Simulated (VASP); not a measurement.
# Rh in VASP: notebook

The runs below take Rh through single point, with PBEsol.

Everything below comes from runs of VASP 6.6.1. Logs are shortened: lines on timing, memory, paths and dates and some standing lists are left out, and cuts for length are marked.

**1. The cell of the first run**

The cell holds a slab with vacuum, 5 atoms: a = 2.673 Å, b = 3.781 Å, c = 21.347 Å, α = 90.00°, β = 90.00°, γ = 90.00°.

**2. Single point, PBEsol**

The input, INCAR:

```
PREC     = Accurate       # precision mode
ENCUT    = 520            # plane-wave cutoff, eV
EDIFF    = 1E-6           # SCF threshold, eV
ISMEAR   = -1             # smearing method
SIGMA    = 0.08           # smearing width, eV
LREAL    = F              # projectors in reciprocal space
LASPH    = T              # aspherical terms in the spheres
NELM     = 100            # most SCF steps
ALGO     = Normal         # electronic algorithm
ISIF     = 2              # what is computed and relaxed
LWAVE    = F              # write WAVECAR
LCHARG   = T              # write CHGCAR
GGA      = PS             # functional
LELF     = T              # ELF
LVHAR    = T            
NBANDS   = 46             # bands
```

The input, KPOINTS:

```
Automatic mesh
0
Gamma
  14 10 1
```

The input, POSCAR:

```
Rh
1.0
    2.6734833388      0.0000000000      0.0000000000
    0.0000000000      3.7808763964      0.0000000000
    0.0000000000      0.0000000000     21.3470000000
Rh
5
Direct
    0.0000000000      0.0000000000      0.3802675168
    0.5000000000      0.5000000000      0.4352750531
    0.0000000000      0.0000000000      0.5000000000
    0.5000000000      0.5000000000      0.5647249465
    0.0000000000      0.0000000000      0.6197324834
```

Potentials or basis: VASP PAW PBE potentials, release 64 (Rh_pv).

Command:

```sh
cat potpaw_PBE.64/Rh_pv/POTCAR > POTCAR
mpirun -np 1 vasp_std > vasp.out
```

OUTCAR:

```text
PREC = Accurate
   ENCUT = 520
   EDIFF = 1E-6
   ISMEAR = -1
   LREAL = F
   LASPH = T
   NELM = 100
   ISIF = 2
   GGA = PS

 ion  position               nearest neighbor table
   1  0.000  0.000  0.380-   3 2.56   2 2.60   2 2.60   2 2.60   2 2.60
   2  0.500  0.500  0.435-   1 2.60   1 2.60   1 2.60   1 2.60   3 2.70   3 2.70   3 2.70   3 2.70
                             4 2.76
   3  0.000  0.000  0.500-   1 2.56   5 2.56   4 2.70   4 2.70   4 2.70   4 2.70   2 2.70   2 2.70
                             2 2.70   2 2.70
   4  0.500  0.500  0.565-   5 2.60   5 2.60   5 2.60   5 2.60   3 2.70   3 2.70   3 2.70   3 2.70
                             2 2.76
   5  0.000  0.000  0.620-   3 2.56   4 2.60   4 2.60   4 2.60   4 2.60

  LATTYP: Found a simple orthorhombic cell.
 ALAT       =     2.6734833388
 B/A-ratio  =     1.4142135623
 C/A-ratio  =     7.9847140583

  Lattice vectors:

 A1 = (   2.6734833388,   0.0000000000,   0.0000000000)
 A2 = (   0.0000000000,   3.7808763964,   0.0000000000)
 A3 = (   0.0000000000,   0.0000000000,  21.3470000000)

Analysis of symmetry for initial positions (statically):
=====================================================================
 Subroutine PRICEL returns:
 Original cell was already a primitive cell.

 Routine SETGRP: Setting up the symmetry group for a
 simple orthorhombic supercell.

 Subroutine GETGRP returns: Found  8 space group operations
 (whereof  8 operations were pure point group operations)
 out of a pool of  8 trial point group operations.

The static configuration has the point symmetry D_2h.

Analysis of symmetry for dynamics (positions and initial velocities):
=====================================================================
 Subroutine PRICEL returns:
 Original cell was already a primitive cell.

 Routine SETGRP: Setting up the symmetry group for a
 simple orthorhombic supercell.

 Subroutine GETGRP returns: Found  8 space group operations
 (whereof  8 operations were pure point group operations)
 out of a pool of  8 trial point group operations.

The dynamic configuration has the point symmetry D_2h.

 Subroutine INISYM returns: Found  8 space group operations
 (whereof  8 operations are pure point group operations),
 and found     1 'primitive' translations

----------------------------------------------------------------------------------------

                                     Primitive cell

  volume of cell :     215.7778

  direct lattice vectors                    reciprocal lattice vectors
     2.673483339  0.000000000  0.000000000     0.374043850  0.000000000  0.000000000
     0.000000000  3.780876396  0.000000000     0.000000000  0.264488943  0.000000000
     0.000000000  0.000000000 21.347000000     0.000000000  0.000000000  0.046844990

  length of vectors
     2.673483339  3.780876396 21.347000000     0.374043850  0.264488943  0.046844990

  position of ions in fractional coordinates (direct lattice)
     0.000000000  0.000000000  0.380267517
     0.500000000  0.500000000  0.435275053
     0.000000000  0.000000000  0.500000000
     0.500000000  0.500000000  0.564724947
     0.000000000  0.000000000  0.619732483

  ion indices of the primitive-cell ions
   primitive index   ion index
                 1           1
                 2           2
                 3           3
                 4           4
                 5           5

----------------------------------------------------------------------------------------

 KPOINTS: Automatic mesh

Automatic generation of k-mesh.
 Grid dimensions read from file:
 generate k-points for:   14   10    1

 Generating k-lattice:

  Cartesian coordinates                     Fractional coordinates (reciprocal lattice)
     0.026717418  0.000000000  0.000000000     0.071428571  0.000000000  0.000000000
     0.000000000  0.026448894  0.000000000     0.000000000  0.100000000  0.000000000
     0.000000000  0.000000000  0.046844990     0.000000000  0.000000000  1.000000000

  Length of vectors
     0.026717418  0.026448894  0.046844990

  Shift w.r.t. Gamma in fractional coordinates (k-lattice)
     0.000000000  0.000000000  0.000000000

 Subroutine IBZKPT returns following result:
 ===========================================

 Found     48 irreducible k-points:

 Following reciprocal coordinates:
            Coordinates               Weight
  0.000000  0.000000  0.000000      1.000000
  0.071429  0.000000  0.000000      2.000000
  0.142857  0.000000  0.000000      2.000000
  0.214286  0.000000  0.000000      2.000000
  0.285714  0.000000  0.000000      2.000000
  0.357143  0.000000  0.000000      2.000000
[... 16 lines left out ...]
  0.428571  0.200000  0.000000      4.000000
  0.500000  0.200000  0.000000      2.000000
 [... further k-points ...]
   k-points           NKPTS =     48   k-points in BZ     NKDIM =     48   number of bands    NBANDS=     46
   number of dos      NEDOS =    301   number of ions     NIONS =      5
   total plane-waves  NPLWV =  89600
   dimension x,y,z NGX =    20 NGY =   28 NGZ =  160
   dimension x,y,z NGXF=    40 NGYF=   56 NGZF=  320
   ions per type =               5
   NGX,Y,Z   is equivalent  to a cutoff of  12.44, 12.31, 12.46 a.u.
   NGXF,Y,Z  is equivalent  to a cutoff of  24.87, 24.62, 24.92 a.u.
 SYSTEM =  unknown system
   PREC   = accura    normal or accurate (medium, high low for compatibility)
   ISTART =      0    job   : 0-new  1-cont  2-samecut
   ICHARG =      2    charge: 1-file 2-atom 10-const
   ISPIN  =      1    spin polarized calculation?
   LNONCOLLINEAR =      F non collinear calculations
   LSORBIT =      F    spin-orbit coupling
   LASPH  =      T    aspherical Exc in radial PAW
   ENCUT  =  520.0 eV  38.22 Ry    6.18 a.u.   4.97  7.03 39.69*2*pi/ulx,y,z
   NELM   =    100;   NELMIN=  2; NELMDL= -5     # of ELM steps
   EDIFF  = 0.1E-05   stopping-criterion for ELM
   LREAL  =      F    real-space projection
   EDIFFG = 0.1E-04   stopping-criterion for IOM
   NSW    =      0    number of steps for IOM
   IBRION =     -1    ionic relax: 0-MD 1-quasi-New 2-CG
   NFREE  =      0    steps in history (QN), initial steepest desc. (CG)
   ISIF   =      2    stress and relaxation
   ISYM   =      2    0-nonsym 1-usesym 2-fastsym
   POTIM  = 0.5000    time-step for ionic-motion
   TEBEG  =    0.0;   TEEND  =   0.0 temperature during run
   PSTRESS=    0.0 pullay stress
   NELECT =      75.0000    total number of electrons
   NUPDOWN=      -1.0000    fix difference up-down
   EMIN   =  10.00;   EMAX   =-10.00  energy-range for DOS
   EFERMI =   0.00;   METHOD = LEGACY
   ISMEAR =    -1;   SIGMA  =   0.08  broadening in eV -4-tet -1-fermi 0-gaus
   EFERMI_NEDOS =   21; number of points for ismear=-14 and -15
   IALGO  =     38    algorithm
   IMIX   =      4    mixing-type and parameters
     AMIX     =   0.40;   BMIX     =  1.00
     AMIX_MAG =   1.60;   BMIX_MAG =  1.00
  volume/ion in A,a.u.               =      43.16       291.23
  Fermi-wavevector in a.u.,A,eV,Ry     =   1.151047  2.175163 18.026478  1.324909
  Thomas-Fermi vector in A             =   2.287707
   LORBIT       =      0    0 simple, 1 ext, 2 COOP (PROOUT), +10 PAW based schemes
   GGA     = PS    functional components
   LHFCALC =     F    Hartree Fock is set to
   AEXX    =    0.0000 exact exchange contribution
   IVDW    =     0    specifies the selected vdW correction
   LEPSILON=     F    determine dielectric tensor
   LRPA    =     F    only Hartree local field effects (RPA)
 non-spin polarized calculation
  energy-cutoff  :      520.00
  volume of cell :      215.78
 maximum number of plane-waves:      5912
 NGX is ok and might be reduce to    20
   NGX =  9   NGY = 15   NGZ = 79

 number of electron      75.0000012 magnetization

 Free energy of the ion-electron system (eV)
  ---------------------------------------------------
  ext. energy  EPLUGINS =         0.00000000
  ---------------------------------------------------
  free energy    TOTEN  =       -37.20607417 eV

  energy without entropy =      -37.01725039  energy(sigma->0) =      -37.11166228

 E-fermi :   0.5846     XC(G=0):  -5.3952

 val. band max:        0.5831602497   @ k =   0.5000   0.0000   0.0000
 cond. band min:       0.5869166260   @ k =   0.1429   0.2000   0.0000
 fundamental gap:      0.0037563763
 Fermi energy:         0.5846435935

 k-point     1 :       0.0000    0.0000    0.0000
  band No.  band energies     occupation
      1     -46.3789      2.00000
      2     -46.3207      2.00000
      3     -46.2009      2.00000
      4     -45.9701      2.00000
      5     -45.9596      2.00000
      6     -45.9111      2.00000
[... 38 lines left out ...]
     45       4.9827      0.00000
     46       5.3509      0.00000

 k-point     2 :       0.0714    0.0000    0.0000
  band No.  band energies     occupation
      1     -46.3691      2.00000
      2     -46.3218      2.00000
      3     -46.1942      2.00000
      4     -45.9968      2.00000
      5     -45.9561      2.00000
      6     -45.9118      2.00000
[... 38 lines left out ...]
     45       5.0835      0.00000
     46       5.7271      0.00000

 k-point     3 :       0.1429    0.0000    0.0000
  band No.  band energies     occupation
      1     -46.3407      2.00000
      2     -46.3272      2.00000
      3     -46.1751      2.00000
      4     -46.0533      2.00000
      5     -45.9725      2.00000
      6     -45.9553      2.00000
[... 38 lines left out ...]
     45       5.3841      0.00000
     46       6.0616      0.00000

 k-point     4 :       0.2143    0.0000    0.0000
  band No.  band energies     occupation
      1     -46.3421      2.00000
      2     -46.2960      2.00000
      3     -46.1464      2.00000
      4     -46.1282      2.00000
      5     -46.0277      2.00000
      6     -46.0092      2.00000
[... 920 lines left out ...]
     45       6.8344      0.00000
     46       7.8249      0.00000

 k-point    23 :       0.4286    0.2000    0.0000
  band No.  band energies     occupation
      1     -46.4203      2.00000
      2     -46.3681      2.00000
      3     -46.3105      2.00000
      4     -46.1628      2.00000
      5     -46.1205      2.00000
      6     -46.1009      2.00000
[... 38 lines left out ...]
     45       6.3121      0.00000
     46       7.5467      0.00000

 k-point    24 :       0.5000    0.2000    0.0000
  band No.  band energies     occupation
      1     -46.4331      2.00000
      2     -46.3768      2.00000
      3     -46.3375      2.00000
      4     -46.1399      2.00000
      5     -46.1314      2.00000
      6     -46.1185      2.00000
[... 38 lines left out ...]
     45       5.8626      0.00000
     46       7.4462      0.00000

 [... further k-points ...]
[... 5 lines left out ...]
  --------------------------------------------------------------------------------------
  -------------------------------------------------------------------------------------
  Total       -3.7794335     -2.2979401     -0.0543274      0.0000000      0.0000000      0.0000000
  in kB      -28.0627659    -17.0624923     -0.4033875      0.0000000      0.0000000      0.0000000
  external PRESSURE =     -15.1762153 kB  Pullay stress =       0.0000000 kB

 VOLUME and BASIS-vectors are now :
 -----------------------------------------------------------------------------
  energy-cutoff  :      520.00
  volume of cell :      215.78
      direct lattice vectors                 reciprocal lattice vectors
     2.673483339  0.000000000  0.000000000     0.374043850  0.000000000  0.000000000
     0.000000000  3.780876396  0.000000000     0.000000000  0.264488943  0.000000000
     0.000000000  0.000000000 21.347000000     0.000000000  0.000000000  0.046844990

 POSITION                                       TOTAL-FORCE (eV/Angst)
 -----------------------------------------------------------------------------------
      0.00000      0.00000      8.11757         0.000000     -0.000000      0.004817
      1.33674      1.89044      9.29182         0.000000      0.000000     -0.005000
      0.00000      0.00000     10.67350         0.000000      0.000000      0.000000
      1.33674      1.89044     12.05518         0.000000      0.000000      0.005000
      0.00000      0.00000     13.22943         0.000000      0.000000     -0.004817
 -----------------------------------------------------------------------------------
    total drift:                               -0.000000      0.000000      0.000011

  FREE ENERGIE OF THE ION-ELECTRON SYSTEM (eV)
  ---------------------------------------------------
  free  energy   TOTEN  =       -37.2060741693 eV

  energy  without entropy=      -37.0172503856  energy(sigma->0) =      -37.11166228
```

It took 7.8 min on 1 thread of Intel Xeon 6975P-C (Granite Rapids), shared host; peak memory 0.48 GiB.

Results:

* Free energy: -37.2061 eV
* Largest force: 0.005 eV/Å

Forces in eV/Å, atoms in the order of the input:
```
Rh   0.000  0.000  0.005
Rh   0.000  0.000 -0.005
Rh   0.000  0.000  0.000
Rh   0.000  0.000  0.005
Rh   0.000  0.000 -0.005
```

Caveat: the PAW data sets were made with another functional, which shifts forces and pressure a little.

**3. Single point, PBEsol**

The input, INCAR:

```
SYSTEM = Rh
PREC = Accurate
ENCUT = 520
EDIFF = 1E-6
ISMEAR = -1
SIGMA = 0.08
LREAL = .False.
LASPH = .True.
NELM = 80
ALGO = Normal
ISIF = 2
LWAVE = .False.
LCHARG = .True.
LDIPOL = .True.
IDIPOL = 3
DIPOL = 0.5 0.5 0.500
GGA = PS
LELF = .True.
LVHAR = .True.
LVACPOTAV = .True.
NBANDS = 46
```

The input, KPOINTS:

```
regular mesh
0
Gamma
  14 10 1
  0 0 0
```

POSCAR is that of step 2.

Potentials or basis: VASP PAW PBE potentials, release 64 (Rh_pv).

Command:

```sh
cat potpaw_PBE.64/Rh_pv/POTCAR > POTCAR
mpirun -np 1 vasp_std > vasp.out
```

It took 16 min on 1 thread of AMD EPYC 7R13, shared host; peak memory 0.46 GiB.

Results (log left out):

```
Free energy   : -37.2061 eV
Largest force : 0.005 eV/Å
```

Forces on the atoms (eV/Å):
```
Rh   0.000  0.000  0.005
Rh   0.000  0.000 -0.005
Rh   0.000  0.000  0.000
Rh   0.000  0.000  0.005
Rh   0.000  0.000 -0.005
```

Levels at points of the mesh, in eV from the Fermi level:
| k point | band 35 | band 36 | band 37 | band 38 | band 39 | band 40 | band 41 | band 42 |
| --- | --- | --- | --- | --- | --- | --- | --- | --- |
| (0.00, 0.00, 0.00) | -0.90 | -0.80 | -0.79 | -0.55 | 0.01 | 0.37 | 0.44 | 0.60 |
| (0.50, 0.00, 0.00) | 0.02 | 0.10 | 0.58 | 0.62 | 0.85 | 1.07 | 3.18 | 3.48 |
| (0.00, 0.50, 0.00) | -0.51 | -0.15 | -0.05 | 0.31 | 0.33 | 0.43 | 0.44 | 0.51 |
| (0.50, 0.50, 0.00) | -0.33 | 0.51 | 0.65 | 0.65 | 0.67 | 0.87 | 2.10 | 2.34 |

Caveat: the PAW data sets were made with another functional, which shifts forces and pressure a little.
